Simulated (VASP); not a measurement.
# NiH3 in VASP: single point with LDA

Aim: the single point of NiH3 with LDA.

Everything below comes from runs of VASP 6.6.1. Logs are shortened: lines on timing, memory, paths and dates and some standing lists are left out, and cuts for length are marked.

## Step 1: The cell of the first run

The typed cell holds 8 atoms: a = 5.108 Å, b = 5.108 Å, c = 2.340 Å, α = 90.00°, β = 90.00°, γ = 120.00°.

## Step 2: Single point, LDA, collinear spin, ferromagnetic start

File INCAR:

```
ALGO     = Normal         # electronic algorithm
EDIFF    = 1E-6           # SCF threshold, eV
ENCUT    = 520            # plane-wave cutoff, eV
GGA      = CA             # functional
ISIF     = 2              # what is computed and relaxed
ISMEAR   = 1              # smearing method
ISPIN    = 2              # spin polarisation
LASPH    = T              # aspherical terms in the spheres
LCHARG   = T              # write CHGCAR
LELF     = T              # ELF
LMAXMIX  = 4              # l up to which the mixer works
LORBIT   = 11             # projections on sites
LREAL    = F              # projectors in reciprocal space
LVHAR    = T            
LWAVE    = F              # write WAVECAR
MAGMOM   = 1 1 0 0 0 0 0 0 # initial moments
NBANDS   = 27             # bands
NELM     = 150            # most SCF steps
PREC     = Accurate       # precision mode
SIGMA    = 0.1            # smearing width, eV
```

File KPOINTS:

```
Automatic mesh
0
Gamma
  4 4 8
  0.5 0.5 0.5
```

File POSCAR:

```
NiH3
1.0
    5.1081000000      0.0000000000      0.0000000000
   -2.5541000000      4.4238000000      0.0000000000
    0.0000000000      0.0000000000      2.3404000000
Ni H
2 6
Direct
    0.6666666667      0.3333333333      0.2500000000
    0.3333333333      0.6666666667      0.7500000000
    0.4191000000      0.2095000000      0.7500000000
    0.7905000000      0.2095000000      0.7500000000
    0.7905000000      0.5809000000      0.7500000000
    0.5809000000      0.7905000000      0.2500000000
    0.2095000000      0.7905000000      0.2500000000
    0.2095000000      0.4191000000      0.2500000000
```

Potentials or basis: VASP PAW LDA potentials, release 64 (Ni, H).

Run with:

```bash
> cat potpaw_LDA.64/Ni/POTCAR potpaw_LDA.64/H/POTCAR > POTCAR
> mpirun -np 1 vasp_std > vasp.out
```

OUTCAR:

```text
EDIFF = 1E-6
   ENCUT = 520
   GGA = CA
   ISIF = 2
   ISMEAR = 1
   ISPIN = 2
   LASPH = T
   LORBIT = 11
   LREAL = F
   NELM = 150
   PREC = Accurate

 ion  position               nearest neighbor table
   1  0.667  0.333  0.250-   3 1.60   3 1.60   5 1.60   5 1.60   4 1.60   4 1.60
   2  0.333  0.667  0.750-   6 1.60   6 1.60   8 1.60   8 1.60   7 1.60   7 1.60
   3  0.419  0.209  0.750-   1 1.60   1 1.60
   4  0.791  0.209  0.750-   1 1.60   1 1.60
   5  0.791  0.581  0.750-   1 1.60   1 1.60
   6  0.581  0.791  0.250-   2 1.60   2 1.60
   7  0.209  0.791  0.250-   2 1.60   2 1.60
   8  0.209  0.419  0.250-   2 1.60   2 1.60

  LATTYP: Found a base centered orthorhombic cell.
 ALAT       =     5.1081731813
 B/A-ratio  =     1.7320229625
 C/A-ratio  =     0.4581677083

  Lattice vectors:

 A1 = (   2.5540000000,   4.4238000000,   0.0000000000)
 A2 = (  -5.1081000000,   0.0000000000,   0.0000000000)
 A3 = (   0.0000000000,   0.0000000000,   2.3404000000)

Analysis of symmetry for initial positions (statically):
=====================================================================
 Subroutine PRICEL returns:
 Original cell was already a primitive cell.

 Routine SETGRP: Setting up the symmetry group for a
 base centered orthorhombic supercell.

 Subroutine GETGRP returns: Found  4 space group operations
 (whereof  2 operations were pure point group operations)
 out of a pool of  8 trial point group operations.

The static configuration has the point symmetry S_2 .
 The point group associated with its full space group is C_2h.

Analysis of symmetry for dynamics (positions and initial velocities):
=====================================================================
 Subroutine PRICEL returns:
 Original cell was already a primitive cell.

 Routine SETGRP: Setting up the symmetry group for a
 base centered orthorhombic supercell.

 Subroutine GETGRP returns: Found  4 space group operations
 (whereof  2 operations were pure point group operations)
 out of a pool of  8 trial point group operations.

The dynamic configuration has the point symmetry S_2 .
 The point group associated with its full space group is C_2h.

Analysis of structural, dynamic, and magnetic symmetry:
=====================================================================
 Subroutine PRICEL returns:
 Original cell was already a primitive cell.

 Routine SETGRP: Setting up the symmetry group for a
 base centered orthorhombic supercell.

[... 181 lines left out ...]
  ext. energy  EPLUGINS =         0.00000000
  ---------------------------------------------------
  free energy    TOTEN  =       -32.57170824 eV

  energy without entropy =      -32.56686934  energy(sigma->0) =      -32.57009527

 E-fermi :   3.5456     XC(G=0): -10.5590

 val. band max:        3.5277655280   @ k =   0.1250   0.1250   0.0625
 cond. band min:       3.5654841467   @ k =   0.5000   0.3750   0.1875
 fundamental gap:      0.0377186186
 Fermi energy:         3.5455693339

 spin component 1

 k-point     1 :       0.1250    0.1250    0.0625
  band No.  band energies     occupation
      1      -7.5167      1.00000
      2      -4.6257      1.00000
      3      -2.5217      1.00000
      4      -2.0012      1.00000
      5      -0.5752      1.00000
      6      -0.3050      1.00000
[... 661 lines left out ...]
     24      20.0648      0.00000
     25      21.2962      0.00000

 [... further k-points ...]

 spin component 2

 k-point     1 :       0.1250    0.1250    0.0625
  band No.  band energies     occupation
      1      -7.5168      1.00000
      2      -4.6257      1.00000
      3      -2.5217      1.00000
      4      -2.0012      1.00000
      5      -0.5752      1.00000
      6      -0.3051      1.00000
[... 661 lines left out ...]
     24      20.0647      0.00000
     25      21.2961      0.00000

 [... further k-points ...]

 [bands above 25 left out]

------------------------ aborting loop because EDIFF is reached ----------------------------------------

  FORCE on cell =-STRESS in cart. coord.  units (eV):
  Direction    XX          YY          ZZ          XY          YZ          ZX
  --------------------------------------------------------------------------------------
  -------------------------------------------------------------------------------------
  Total        0.1057294      0.1099406     -1.2974081      0.0033299      0.0000000      0.0000000
  in kB        3.2030341      3.3306097    -39.3044938      0.1008775      0.0000000      0.0000000
  external PRESSURE =     -10.9236167 kB  Pullay stress =       0.0000000 kB

 VOLUME and BASIS-vectors are now :
 -----------------------------------------------------------------------------
  energy-cutoff  :      520.00
  volume of cell :       52.89
      direct lattice vectors                 reciprocal lattice vectors
     5.108100000  0.000000000  0.000000000     0.195767507  0.113027214  0.000000000
    -2.554100000  4.423800000  0.000000000     0.000000000  0.226050002  0.000000000
     0.000000000  0.000000000  2.340400000     0.000000000  0.000000000  0.427277388

 POSITION                                       TOTAL-FORCE (eV/Angst)
 -----------------------------------------------------------------------------------
      2.55403      1.47460      0.58510         0.003251     -0.001671     -0.000000
     -0.00003      2.94920      1.75530        -0.003251      0.001671      0.000000
      1.60572      0.92679      1.75530        -0.146259     -0.083921      0.000000
      3.50287      0.92679      1.75530         0.143169     -0.082673      0.000000
      2.55428      2.56979      1.75530        -0.000468      0.168517     -0.000000
      0.94828      3.49701      0.58510         0.146259      0.083921      0.000000
     -0.94887      3.49701      0.58510        -0.143169      0.082673      0.000000
     -0.00028      1.85401      0.58510         0.000468     -0.168517      0.000000
 -----------------------------------------------------------------------------------
    total drift:                                0.000000     -0.000000      0.000000

  FREE ENERGIE OF THE ION-ELECTRON SYSTEM (eV)
  ---------------------------------------------------
  free  energy   TOTEN  =       -32.5717082435 eV

  energy  without entropy=      -32.5668693352  energy(sigma->0) =      -32.57009527

 total charge

# of ion       s       p       d       tot
------------------------------------------
    1        0.533   0.679   8.500   9.711
    2        0.533   0.679   8.500   9.711
    3        0.491   0.025   0.000   0.516
    4        0.491   0.025   0.000   0.516
    5        0.491   0.025   0.000   0.516
    6        0.491   0.025   0.000   0.516
    7        0.491   0.025   0.000   0.516
    8        0.491   0.025   0.000   0.516
--------------------------------------------------
tot          4.011   1.505  17.000  22.516

 magnetization (x)

# of ion       s       p       d       tot
------------------------------------------
    1       -0.000  -0.000  -0.000  -0.000
    2       -0.000  -0.000  -0.000  -0.000
    3       -0.000  -0.000   0.000  -0.000
    4       -0.000  -0.000   0.000  -0.000
    5       -0.000  -0.000   0.000  -0.000
    6       -0.000  -0.000   0.000  -0.000
    7       -0.000  -0.000   0.000  -0.000
    8       -0.000  -0.000   0.000  -0.000
--------------------------------------------------
tot         -0.000  -0.000  -0.000  -0.000
```

stdout:

```text
POSCAR found type information on POSCAR NiH
 POSCAR found :  2 types and       8 ions
 scaLAPACK will be used
 -----------------------------------------------------------------------------
|                                                                             |
|           W    W    AA    RRRRR   N    N  II  N    N   GGGG   !!!           |
[... 38 lines left out ...]
|     Results are often still useful ...                                      |
|                                                                             |
 -----------------------------------------------------------------------------

 POSCAR, INCAR and KPOINTS ok, starting setup
 FFT: planning ... GRIDC
 FFT: planning ... GRID_SOFT
 FFT: planning ... GRID
 WAVECAR not read
 entering main loop
```

It took 2.7 min on 1 thread of Intel Xeon Platinum 8488C (Sapphire Rapids), shared host; peak memory 0.3 GiB.

What came out:

```
Free energy                                           : -32.5717 eV
Pressure                                              : -1.1 GPa
Largest force                                         : 0.169 eV/Å
Band gap on the k mesh                                : zero (filled and empty bands overlap)
Net moment                                            : 0.00 μB per cell
Valence electrons inside the program's atomic spheres : Ni 9.71; H 0.52
```

Forces in eV/Å, atoms in the order of the input:
```
Ni   0.003 -0.002  0.000
Ni  -0.003  0.002  0.000
H   -0.146 -0.084  0.000
H    0.143 -0.083  0.000
H    0.000  0.169  0.000
H    0.146  0.084  0.000
H   -0.143  0.083  0.000
H    0.000 -0.169  0.000
```
